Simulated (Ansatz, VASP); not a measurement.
Tc in VASP and in Ansatz

```
CELL_PARAMETERS angstrom
2.69960 0.00000 0.00000
-1.34980 2.33792 0.00000
0.00000 0.00000 4.33550
ATOMIC_POSITIONS crystal
Tc 0.33333 0.66667 0.25000
Tc 0.66667 0.33333 0.75000
```

Change from the starting cell: volume scaled by 0.96, crystal datasets.

Alike in both runs: task electric field gradients; functional PBE; k mesh 14 × 14 × 8; occupations fermi-dirac, width 0.08 eV; no spin polarisation.

|  | VASP | Ansatz |
| --- | --- | --- |
| version | VASP 6.6.1 | Ansatz 0.2.0 |
| potentials or method | VASP PAW PBE potentials, release 64 (Tc_pv), cutoff 520 eV | all-electron PAW with datasets made for the crystal, scalar-relativistic |

|  | VASP | Ansatz | Ansatz less VASP |
| --- | --- | --- | --- |
| pressure (GPa) | 17.5 | 18.2 | +0.69 |
| traceless stress, the component that is largest in VASP (GPa) | -1.07 | -1.06 | +0.007 |
| size of Vzz on the site where it differs most (V/Å²) | 17.5 | 17.3 | -0.21 |

Ansatz ran all-electron here, and VASP with PAW potentials.
